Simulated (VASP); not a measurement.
# In3As (Pm-3m) in VASP: a series of runs, part 2 of 2

VASP 6.6.1. The steps go on from the part before.

## 3. Relaxation of cell and atoms, PBE, target pressure 30 GPa, at which the enthalpy is minimised

INCAR

```
SYSTEM = In3As
PREC = Accurate
ENCUT = 600
EDIFF = 1E-6
ISMEAR = -1
SIGMA = 0.05
LREAL = .FALSE.
LASPH = .TRUE.
NELM = 80
ALGO = Normal
ISIF = 3
LWAVE = .FALSE.
LCHARG = .FALSE.
GGA = PE
IBRION = 2
NSW = 60
EDIFFG = -0.01
PSTRESS = 300.0
```

KPOINTS

```
regular mesh
0
G
  6 6 6
  0 0 0
```

POSCAR

```
In3As
1.0
    4.6716810000      0.0000000000      0.0000000000
    0.0000000000      4.6716810000      0.0000000000
    0.0000000000      0.0000000000      4.6716810000
In As
3 1
Direct
    0.5000000000      0.5000000000      0.0000000000
    0.5000000000      0.0000000000      0.5000000000
    0.0000000000      0.5000000000      0.5000000000
    0.0000000000      0.0000000000      0.0000000000
```

Potentials or basis: VASP PAW PBE potentials, release 64 (In_d, As).

Run with:

```bash
$ cat potpaw_PBE.64/In_d/POTCAR potpaw_PBE.64/As/POTCAR > POTCAR
$ mpirun -np 1 vasp_std > vasp.out
```

OUTCAR:

```text
SYSTEM = In3As
   PREC = Accurate
   ENCUT = 600
   EDIFF = 1E-6
   ISMEAR = -1
   LREAL = .FALSE.
   LASPH = .TRUE.
   NELM = 80
   ISIF = 3
   GGA = PE
   IBRION = 2
   NSW = 60
   EDIFFG = -0.01
   PSTRESS = 300.0

 ion  position               nearest neighbor table
   1  0.500  0.500  0.000-   2 3.30   3 3.30   4 3.30   2 3.30   3 3.30   2 3.30   4 3.30   2 3.30
                             3 3.30   4 3.30   3 3.30   4 3.30
   2  0.500  0.000  0.500-   1 3.30   3 3.30   4 3.30   1 3.30   4 3.30   1 3.30   3 3.30   1 3.30
                             3 3.30   4 3.30   4 3.30   3 3.30
   3  0.000  0.500  0.500-   1 3.30   2 3.30   4 3.30   1 3.30   4 3.30   2 3.30   4 3.30   4 3.30
                             1 3.30   2 3.30   1 3.30   2 3.30
   4  0.000  0.000  0.000-   1 3.30   2 3.30   3 3.30   2 3.30   3 3.30   1 3.30   3 3.30   3 3.30
                             1 3.30   2 3.30   2 3.30   1 3.30

  LATTYP: Found a simple cubic cell.
 ALAT       =     4.6716810000

[... 181 lines left out ...]

 E-fermi :   6.6051     XC(G=0): -10.1412

 val. band max:        6.5982962338   @ k =   0.5000   0.0000   0.0000
 cond. band min:       6.6280298473   @ k =   0.3333   0.3333   0.3333
 fundamental gap:      0.0297336135
 Fermi energy:         6.6051439585

 k-point     1 :       0.0000    0.0000    0.0000
  band No.  band energies     occupation
      1      -8.0574      2.00000
      2      -8.0433      2.00000
      3      -8.0433      2.00000
      4      -8.0433      2.00000
      5      -7.8694      2.00000
      6      -7.8694      2.00000
[... 728 lines left out ...]
--------------------------------------- Ionic step        5  -------------------------------------------

 number of electron      44.0000001 magnetization

 Free energy of the ion-electron system (eV)
  ---------------------------------------------------
  ext. energy  EPLUGINS =         0.00000000
  ---------------------------------------------------
  free energy    TOTEN  =       -10.11791354 eV

  energy without entropy =      -10.10472221  energy(sigma->0) =      -10.11131787

 E-fermi :  10.9718     XC(G=0): -11.6819

 val. band max:       10.9533513656   @ k =   0.3333   0.0000   0.0000
 cond. band min:      11.0421673651   @ k =   0.3333   0.1667   0.0000
 fundamental gap:      0.0888159995
 Fermi energy:        10.9718214742

 k-point     1 :       0.0000    0.0000    0.0000
  band No.  band energies     occupation
      1      -4.8877      2.00000
      2      -4.7573      2.00000
      3      -4.7573      2.00000
      4      -4.7573      2.00000
      5      -4.4545      2.00000
      6      -4.4545      2.00000
[... 604 lines left out ...]
  energy  without entropy=      -10.1047222119  energy(sigma->0) =      -10.11131787

  enthalpy is  TOTEN    =         3.8397046200 eV   P V=       13.9576181574

 reached required accuracy - stopping structural energy minimisation
```

CONTCAR:

```text
In3As
   1.00000000000000
     4.2085602302409271   -0.0000000000000000    0.0000000000000000
    -0.0000000000000000    4.2085602302409271    0.0000000000000000
    -0.0000000000000000   -0.0000000000000000    4.2085602302409271
  In              As
     3     1
Direct
     0.5000000000000000    0.5000000000000000    0.0000000000000000
     0.5000000000000000    0.0000000000000000    0.5000000000000000
     0.0000000000000000    0.5000000000000000    0.5000000000000000
     0.0000000000000000    0.0000000000000000    0.0000000000000000

  0.00000000E+00  0.00000000E+00  0.00000000E+00
  0.00000000E+00  0.00000000E+00  0.00000000E+00
  0.00000000E+00  0.00000000E+00  0.00000000E+00
  0.00000000E+00  0.00000000E+00  0.00000000E+00
```

It took 2.1 min on 1 thread of Intel Xeon 6975P-C (Granite Rapids), shared host; peak memory 0.28 GiB.

What came out:

| Quantity | Value |
| --- | --- |
| Free energy | -10.1179 eV |
| Relaxed volume | 18.64 Å³/atom |
| Relaxed cell | a = 4.209 Å, b = 4.209 Å, c = 4.209 Å, α = 90.00°, β = 90.00°, γ = 90.00° |
| Space group after relaxing (to 0.1 Å) | Pm-3m (No. 221) |
| Energy change on relaxing (the run minimises the enthalpy) | +483.9 meV/atom |
| Ionic steps | 5 |
| Pressure after relaxing | 30.0 GPa |
| Band gap on the k mesh | zero (bands 22 and 23 overlap by 5.67 eV) |

The path:
| step | energy change (eV) | largest force (eV/Å) | pressure (GPa) | volume (Å³) |
| --- | --- | --- | --- | --- |
| 1 | 0.0000 | 0.0000 | 0.61 | 101.96 |
| 2 | 17.9955 | 0.0000 | 222.13 | 47.35 |
| 3 | 1.4690 | 0.0000 | 24.30 | 77.30 |
| 4 | 1.7280 | 0.0000 | 27.51 | 75.70 |
| 5 | 1.9357 | 0.0000 | 30.04 | 74.54 |

Final structure:
```cif
data_structure
_symmetry_space_group_name_H-M 'P 1'
_symmetry_Int_Tables_number 1
_cell_length_a 4.2086
_cell_length_b 4.2086
_cell_length_c 4.2086
_cell_angle_alpha 90.000
_cell_angle_beta 90.000
_cell_angle_gamma 90.000
_cell_volume 74.54
loop_
_atom_site_label
_atom_site_type_symbol
_atom_site_fract_x
_atom_site_fract_y
_atom_site_fract_z
_atom_site_occupancy
In1 In 0.50000 0.50000 0.00000 1
In2 In 0.50000 0.00000 0.50000 1
In3 In 0.00000 0.50000 0.50000 1
As1 As 0.00000 0.00000 0.00000 1
```

Levels at points of the mesh, in eV from the Fermi level:
| k point | band 20 | band 21 | band 22 | band 23 | band 24 | band 25 |
| --- | --- | --- | --- | --- | --- | --- |
| (0.00, 0.00, 0.00) | -4.59 | -1.71 | -1.71 | 2.13 | 2.13 | 2.13 |
| (0.50, 0.00, 0.00) | -2.68 | -0.88 | -0.88 | -0.41 | -0.33 | 0.69 |
| (0.50, 0.50, 0.00) | -1.45 | -0.83 | 0.90 | 0.90 | 1.57 | 1.57 |
| (0.50, 0.50, 0.50) | -5.19 | -4.78 | -4.78 | -4.78 | 6.03 | 6.03 |

Caveat: the cell is relaxed towards a set pressure, so the run minimises the enthalpy, not the energy; the volume moved by over 15 % at a fixed basis, so the end points are rough; spin-orbit coupling is left out, which moves the levels of the heavy elements.

## 4. Single point, PBEsol

INCAR

```
PREC = Accurate ; ENCUT = 520
EDIFF = 1E-7 ; ISMEAR = -1
SIGMA = 0.05 ; LREAL = F
LASPH = T ; NELM = 60
ALGO = Normal ; ISIF = 2
LWAVE = F ; LCHARG = T
GGA = PS ; LELF = T
LVHAR = T ; NBANDS = 30
```

KPOINTS

```
Automatic mesh
0
Gamma
  4 4 4
```

POSCAR is that of step 3.

Run with:

```bash
$ cat potpaw_PBE.64/In_d/POTCAR potpaw_PBE.64/As/POTCAR > POTCAR
$ mpirun -np 1 vasp_std > vasp.out
```

Wall time 38 s (1 thread of AMD EPYC 7R13, shared host); peak memory 0.17 GiB.

Results (log left out):

```yaml
Free_energy: -13.6733 eV
Pressure: -3.0 GPa
Band_gap_on_the_k_mesh: zero (bands 22 and 23 overlap by 3.81 eV)
```

Levels at points of the mesh, in eV from the Fermi level:
```csv
k point,band 19,band 20,band 21,band 22,band 23,band 24,band 25,band 26
"(0.00, 0.00, 0.00)",-3.14,-3.14,-2.19,-2.19,1.80,1.80,1.80,4.26
"(0.50, 0.00, 0.00)",-1.86,-1.86,-1.51,-0.33,-0.33,-0.26,1.17,4.40
"(0.50, 0.50, 0.00)",-6.11,-1.03,-0.68,0.16,0.16,1.47,1.65,1.65
"(0.50, 0.50, 0.50)",-4.51,-4.24,-4.24,-4.24,-3.65,4.42,4.42,4.42
```

Caveat: the cell stands under tension; the PAW data sets were made with another functional, which shifts forces and pressure a little; spin-orbit coupling is left out, which moves the levels of the heavy elements.

## 5. Single point, PBEsol, non-collinear spin, zero start, spin-orbit coupling

INCAR

```
PREC = Accurate
ENCUT = 520
EDIFF = 1E-6
ISMEAR = -1
SIGMA = 0.05
LREAL = False
LASPH = True
NELM = 150
ALGO = Normal
ISIF = 2
LWAVE = False
LCHARG = False
LNONCOLLINEAR = True
MAGMOM = 0 0 0 0 0 0 0 0 0 0 0 0
LORBIT = 11
LSORBIT = True
GGA_COMPAT = False
LORBMOM = True
GGA = PS
NBANDS = 58
```

KPOINTS

```
regular mesh
0
Gamma
  4 4 4
```

POSCAR is that of step 4.

Run with:

```bash
$ cat potpaw_PBE.64/In_d/POTCAR potpaw_PBE.64/As/POTCAR > POTCAR
$ mpirun -np 1 vasp_ncl > vasp.out
```

Run time: 2.6 min. Hardware: 1 thread of AMD EPYC 7R13, shared host; peak memory 0.38 GiB.

Results (log left out):

| Quantity | Value |
| --- | --- |
| Free energy | -13.7838 eV |
| Pressure | -3.0 GPa |
| Net moment | 0.00 μB per cell |
| Valence electrons inside the program's atomic spheres | In 11.30; As 2.62 |

Moments on the atoms (μB; x, y, z):
```
In  0.00 0.00 0.00
In  0.00 0.00 0.00
In  0.00 0.00 0.00
As  0.00 0.00 0.00
```

Caveat: the cell stands under tension; the PAW data sets were made with another functional, which shifts forces and pressure a little.

## 6. Single point, LDA, non-collinear spin, zero start, spin-orbit coupling

INCAR

```
SYSTEM = In3As
PREC     = Accurate       ! precision mode
ENCUT    = 520            ! plane-wave cutoff, eV
EDIFF    = 1E-7           ! SCF threshold, eV
ISMEAR   = 1              ! smearing method
SIGMA    = 0.1            ! smearing width, eV
LREAL    = .FALSE.        ! projectors in reciprocal space
LASPH    = .TRUE.         ! aspherical terms in the spheres
NELM     = 150            ! most SCF steps
ALGO     = Normal         ! electronic algorithm
ISIF     = 2              ! what is computed and relaxed
LWAVE    = .FALSE.        ! write WAVECAR
LCHARG   = .FALSE.        ! write CHGCAR
MAGMOM   = 0 0 0 0 0 0 0 0 0 0 0 0 ! initial moments
LORBIT   = 11             ! projections on sites
LSORBIT  = .TRUE.         ! spin-orbit coupling
GGA_COMPAT= .FALSE.      
LORBMOM  = .TRUE.       
NBANDS   = 58             ! bands
```

KPOINTS

```
Automatic mesh
0
G
  5 5 5
  0 0 0
```

POSCAR is that of step 5.

Potentials or basis: VASP PAW LDA potentials, release 64 (In_d, As).

Run with:

```bash
$ cat potpaw_LDA.64/In_d/POTCAR potpaw_LDA.64/As/POTCAR > POTCAR
$ mpirun -np 1 vasp_ncl > vasp.out
```

It took 2.9 min on 1 thread of Intel Xeon 8259CL, shared host; peak memory 0.34 GiB.

Results (log left out):

```
Free energy                                           : -14.5988 eV
Pressure                                              : -3.4 GPa
Net moment                                            : 0.00 μB per cell
Valence electrons inside the program's atomic spheres : In 11.33; As 2.65
```

Moments on the atoms (μB; x, y, z):
```
In  0.00 0.00 0.00
In  0.00 0.00 0.00
In  0.00 0.00 0.00
As  0.00 0.00 0.00
```

Caveat: the cell stands under tension.

## 7. Summary

```csv
task,level,potentials or basis,spin,cell,k mesh,cutoff (eV),smearing,gap on the mesh (eV),pressure (GPa),moment (μB)
relaxation of cell and atoms,PBE,"VASP PAW PBE potentials, release 64 (In_d, As)",off,relaxed to 20 GPa,6 × 6 × 6,600,fermi-dirac 0.05 eV,none,20.0,-
relaxation of cell and atoms,PBE,"VASP PAW PBE potentials, release 64 (In_d, As)",off,relaxed to 30 GPa,6 × 6 × 6,600,fermi-dirac 0.05 eV,none,30.0,-
single point,PBEsol,"VASP PAW PBE potentials, release 64 (In_d, As)",off,as given,4 × 4 × 4,520,fermi-dirac 0.05 eV,none,-3.0,-
single point,PBEsol,"VASP PAW PBE potentials, release 64 (In_d, As)","non-collinear, zero start, SOC",as given,4 × 4 × 4,520,fermi-dirac 0.05 eV,-,-3.0,0.00
single point,LDA,"VASP PAW LDA potentials, release 64 (In_d, As)","non-collinear, zero start, SOC",as given,5 × 5 × 5,520,methfessel-paxton 0.1 eV,-,-3.4,0.00
```

Caveats: spin-orbit coupling is left out, which moves the levels of the heavy elements (at least some runs); the cell stands under tension (at least some runs); the cell is relaxed towards a set pressure, so the run minimises the enthalpy, not the energy (at least some runs); the volume moved by over 15 % at a fixed basis, so the end points are rough (at least some runs); the PAW data sets were made with another functional, which shifts forces and pressure a little (at least some runs).

Absolute energies hang on the potentials; compare differences alone.
